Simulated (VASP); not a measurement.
# Sr (P6_3/mmc) in VASP: a series of runs, part 2 of 2

VASP 6.6.1. The steps go on from the part before.

## Step 3: Single point, r2SCAN

This run uses another cell than the first one, of 28.66 Å³/atom, 0.670 times its volume.

Contents of POSCAR:

```
Sr
1.0
    3.4080935834      0.0000000000      0.0000000000
   -1.7040467917      2.9514956217      0.0000000000
    0.0000000000      0.0000000000      5.6988216817
Sr
2
Direct
    0.3333333333      0.6666666667      0.2500000000
    0.6666666667      0.3333333333      0.7500000000
```

Contents of INCAR.step1:

```
ALGO     = Normal         # electronic algorithm
EDIFF    = 1E-4           # SCF threshold, eV
ENCUT    = 520            # plane-wave cutoff, eV
GGA      = PE             # functional
ISMEAR   = 0              # smearing method
LASPH    = True           # aspherical terms in the spheres
LCHARG   = False          # write CHGCAR
LREAL    = False          # projectors in reciprocal space
LWAVE    = True           # write WAVECAR
NBANDS   = 17             # bands
NELM     = 80             # most SCF steps
PREC     = Accurate       # precision mode
SIGMA    = 0.1            # smearing width, eV
```

Contents of INCAR.step2:

```
ALGO     = Normal         # electronic algorithm
EDIFF    = 1E-6           # SCF threshold, eV
ENCUT    = 520            # plane-wave cutoff, eV
ISIF     = 2              # what is computed and relaxed
ISMEAR   = 0              # smearing method
ISTART   = 1            
LASPH    = True           # aspherical terms in the spheres
LCHARG   = True           # write CHGCAR
LELF     = True           # ELF
LMIXTAU  = True         
LREAL    = False          # projectors in reciprocal space
LVHAR    = True         
LWAVE    = False          # write WAVECAR
METAGGA  = R2SCAN         # meta-GGA
NBANDS   = 17             # bands
NELM     = 80             # most SCF steps
PREC     = Accurate       # precision mode
SIGMA    = 0.1            # smearing width, eV
```

Contents of KPOINTS:

```
k-points
0
Gamma
  15 15 8
```

Potentials or basis: VASP PAW PBE potentials, release 64 (Sr_sv).

Run with:

```
> cat potpaw_PBE.64/Sr_sv/POTCAR > POTCAR
> cp INCAR.step1 INCAR
> mpirun -np 1 vasp_std > vasp.out
> cp INCAR.step2 INCAR
> mpirun -np 1 vasp_std > vasp.out
```

OUTCAR:

```text
EDIFF = 1E-6
   ENCUT = 520
   ISIF = 2
   ISMEAR = 0
   ISTART = 1
   LASPH = True
   LREAL = False
   METAGGA = R2SCAN
   NELM = 80
   PREC = Accurate

 ion  position               nearest neighbor table
   1  0.333  0.667  0.250-   2 3.46   2 3.46   2 3.46   2 3.46   2 3.46   2 3.46   2 4.86   2 4.86
                             2 4.86   2 4.86   2 4.86   2 4.86
   2  0.667  0.333  0.750-   1 3.46   1 3.46   1 3.46   1 3.46   1 3.46   1 3.46   1 4.86   1 4.86
                             1 4.86   1 4.86   1 4.86   1 4.86

  LATTYP: Found a hexagonal cell.
 ALAT       =     3.4080935834
 C/A-ratio  =     1.6721435437

  Lattice vectors:

 A1 = (   3.4080935834,   0.0000000000,   0.0000000000)
 A2 = (  -1.7040467917,   2.9514956217,   0.0000000000)
 A3 = (   0.0000000000,   0.0000000000,   5.6988216817)

Analysis of symmetry for initial positions (statically):
=====================================================================
 Subroutine PRICEL returns:
 Original cell was already a primitive cell.

 Routine SETGRP: Setting up the symmetry group for a
 hexagonal supercell.

 Subroutine GETGRP returns: Found 24 space group operations
 (whereof 12 operations were pure point group operations)
 out of a pool of 24 trial point group operations.

The static configuration has the point symmetry D_3d.
 The point group associated with its full space group is D_6h.

Analysis of symmetry for dynamics (positions and initial velocities):
=====================================================================
 Subroutine PRICEL returns:
 Original cell was already a primitive cell.

 Routine SETGRP: Setting up the symmetry group for a
 hexagonal supercell.

 Subroutine GETGRP returns: Found 24 space group operations
 (whereof 12 operations were pure point group operations)
 out of a pool of 24 trial point group operations.

The dynamic configuration has the point symmetry D_3d.
 The point group associated with its full space group is D_6h.

 Subroutine INISYM returns: Found 24 space group operations
 (whereof 12 operations are pure point group operations),
 and found     1 'primitive' translations

----------------------------------------------------------------------------------------

                                     Primitive cell

  volume of cell :      57.3243

  direct lattice vectors                    reciprocal lattice vectors
     3.408093583  0.000000000  0.000000000     0.293419173  0.169405638  0.000000000
    -1.704046792  2.951495622  0.000000000     0.000000000  0.338811277  0.000000000
     0.000000000  0.000000000  5.698821682     0.000000000  0.000000000  0.175474871

  length of vectors
     3.408093583  3.408093583  5.698821682     0.338811277  0.338811277  0.175474871

  position of ions in fractional coordinates (direct lattice)
     0.333333333  0.666666667  0.250000000
     0.666666667  0.333333333  0.750000000

  ion indices of the primitive-cell ions
   primitive index   ion index
                 1           1
                 2           2

----------------------------------------------------------------------------------------

 KPOINTS: k-points

Automatic generation of k-mesh.
 Grid dimensions read from file:
 generate k-points for:   15   15    8

 Generating k-lattice:

  Cartesian coordinates                     Fractional coordinates (reciprocal lattice)
     0.019561278  0.011293709  0.000000000     0.066666667 -0.000000000  0.000000000
     0.000000000  0.022587418  0.000000000     0.000000000  0.066666667  0.000000000
     0.000000000  0.000000000  0.021934359     0.000000000  0.000000000  0.125000000

  Length of vectors
     0.022587418  0.022587418  0.021934359

  Shift w.r.t. Gamma in fractional coordinates (k-lattice)
     0.000000000  0.000000000  0.000000000

 Subroutine IBZKPT returns following result:
 ===========================================

 Found    135 irreducible k-points:

 Following reciprocal coordinates:
            Coordinates               Weight
  0.000000  0.000000  0.000000      1.000000
  0.066667  0.000000  0.000000      6.000000
  0.133333  0.000000  0.000000      6.000000
  0.200000 -0.000000  0.000000      6.000000
  0.266667  0.000000  0.000000      6.000000
  0.333333  0.000000  0.000000      6.000000
[... 16 lines left out ...]
  0.333333  0.200000  0.000000     12.000000
  0.400000  0.200000  0.000000      6.000000
 [... further k-points ...]
   k-points           NKPTS =    135   k-points in BZ     NKDIM =    135   number of bands    NBANDS=     17
   number of dos      NEDOS =    301   number of ions     NIONS =      2
   total plane-waves  NPLWV =  32928
   dimension x,y,z NGX =    28 NGY =   28 NGZ =   42
   dimension x,y,z NGXF=    56 NGYF=   56 NGZF=   84
   ions per type =               2
   NGX,Y,Z   is equivalent  to a cutoff of  13.66, 13.66, 12.25 a.u.
   NGXF,Y,Z  is equivalent  to a cutoff of  27.32, 27.32, 24.50 a.u.
 SYSTEM =  unknown system
   PREC   = accura    normal or accurate (medium, high low for compatibility)
   ISTART =      1    job   : 0-new  1-cont  2-samecut
   ICHARG =      0    charge: 1-file 2-atom 10-const
   ISPIN  =      1    spin polarized calculation?
   LNONCOLLINEAR =      F non collinear calculations
   LSORBIT =      F    spin-orbit coupling
   LASPH  =      T    aspherical Exc in radial PAW
   ENCUT  =  520.0 eV  38.22 Ry    6.18 a.u.   6.34  6.34 10.60*2*pi/ulx,y,z
   NELM   =     80;   NELMIN=  2; NELMDL=  0     # of ELM steps
   EDIFF  = 0.1E-05   stopping-criterion for ELM
   LREAL  =      F    real-space projection
   EDIFFG = 0.1E-04   stopping-criterion for IOM
   NSW    =      0    number of steps for IOM
   IBRION =     -1    ionic relax: 0-MD 1-quasi-New 2-CG
   NFREE  =      0    steps in history (QN), initial steepest desc. (CG)
   ISIF   =      2    stress and relaxation
   ISYM   =      2    0-nonsym 1-usesym 2-fastsym
   POTIM  = 0.5000    time-step for ionic-motion
   TEBEG  =    0.0;   TEEND  =   0.0 temperature during run
   PSTRESS=    0.0 pullay stress
   NELECT =      20.0000    total number of electrons
   NUPDOWN=      -1.0000    fix difference up-down
   EMIN   =  10.00;   EMAX   =-10.00  energy-range for DOS
   EFERMI =   0.00;   METHOD = LEGACY
   ISMEAR =     0;   SIGMA  =   0.10  broadening in eV -4-tet -1-fermi 0-gaus
   EFERMI_NEDOS =   21; number of points for ismear=-14 and -15
   IALGO  =     38    algorithm
   IMIX   =      4    mixing-type and parameters
     AMIX     =   0.40;   BMIX     =  1.00
     AMIX_MAG =   1.60;   BMIX_MAG =  1.00
  volume/ion in A,a.u.               =      28.66       193.42
  Fermi-wavevector in a.u.,A,eV,Ry     =   1.152494  2.177897 18.071828  1.328242
  Thomas-Fermi vector in A             =   2.289144
   LORBIT       =      0    0 simple, 1 ext, 2 COOP (PROOUT), +10 PAW based schemes
   METAGGA = R2SCAN    functional components
   LHFCALC =     F    Hartree Fock is set to
   AEXX    =    0.0000 exact exchange contribution
   IVDW    =     0    specifies the selected vdW correction
   LEPSILON=     F    determine dielectric tensor
   LRPA    =     F    only Hartree local field effects (RPA)
 non-spin polarized calculation
 Gauss-broadening in eV      SIGMA  =   0.10
  energy-cutoff  :      520.00
  volume of cell :       57.32
 maximum number of plane-waves:      1569
 NGX is ok and might be reduce to    28
   NGX = 13   NGY = 13   NGZ = 21

 number of electron      20.0000000 magnetization

 Free energy of the ion-electron system (eV)
  ---------------------------------------------------
  ext. energy  EPLUGINS =         0.00000000
  ---------------------------------------------------
  free energy    TOTEN  =       -27.85513796 eV

  energy without entropy =      -27.84676716  energy(sigma->0) =      -27.85095256

 E-fermi :   4.4260     XC(G=0): -10.2250

 val. band max:        4.4163180226   @ k =   0.4000   0.2000   0.0000
 cond. band min:       4.4349533531   @ k =   0.1333   0.1333   0.0000
 fundamental gap:      0.0186353304
 Fermi energy:         4.4259758803

 k-point     1 :       0.0000    0.0000    0.0000
  band No.  band energies     occupation
      1     -32.6796      2.00000
      2     -32.4631      2.00000
      3     -14.8775      2.00000
      4     -13.5411      2.00000
      5     -13.5411      2.00000
      6     -13.3966      2.00000
[... 457 lines left out ...]
      4     -14.4538      2.00000
      5     -14.1571      2.00000
      6     -14.0685      2.00000
[... 9 lines left out ...]
     16      11.2720      0.00000
     17      12.0224      0.00000

 [... further k-points ...]

------------------------ aborting loop because EDIFF is reached ----------------------------------------

  FORCE on cell =-STRESS in cart. coord.  units (eV):
  Direction    XX          YY          ZZ          XY          YZ          ZX
  --------------------------------------------------------------------------------------
  -------------------------------------------------------------------------------------
  Total        7.2065689      7.2065689      7.1956139      0.0000000      0.0000000      0.0000000
  in kB      201.4189853    201.4189853    201.1128003      0.0000000      0.0000000      0.0000000
  external PRESSURE =     201.3169236 kB  Pullay stress =       0.0000000 kB

 VOLUME and BASIS-vectors are now :
 -----------------------------------------------------------------------------
  energy-cutoff  :      520.00
  volume of cell :       57.32
      direct lattice vectors                 reciprocal lattice vectors
     3.408093583  0.000000000  0.000000000     0.293419173  0.169405638  0.000000000
    -1.704046792  2.951495622  0.000000000     0.000000000  0.338811277  0.000000000
     0.000000000  0.000000000  5.698821682     0.000000000  0.000000000  0.175474871

 POSITION                                       TOTAL-FORCE (eV/Angst)
 -----------------------------------------------------------------------------------
     -0.00000      1.96766      1.42471         0.000000     -0.000000      0.000000
      1.70405      0.98383      4.27412        -0.000000      0.000000      0.000000
 -----------------------------------------------------------------------------------
    total drift:                               -0.000000      0.000000     -0.000000

  FREE ENERGIE OF THE ION-ELECTRON SYSTEM (eV)
  ---------------------------------------------------
  free  energy   TOTEN  =       -27.8551379568 eV

  energy  without entropy=      -27.8467671562  energy(sigma->0) =      -27.85095256
```

It took 3.3 min on 1 thread of Intel Xeon Platinum 8559C (Emerald Rapids), shared host; peak memory 0.26 GiB.

What came out:

* Free energy: -27.8551 eV
* Pressure: 20.1 GPa
* Band gap on the k mesh: zero (band 10 reaches 5.02 eV, above the bottom of band 11 at 3.72 eV)

Caveat: the PAW data sets were made with another functional, which shifts forces and pressure a little.
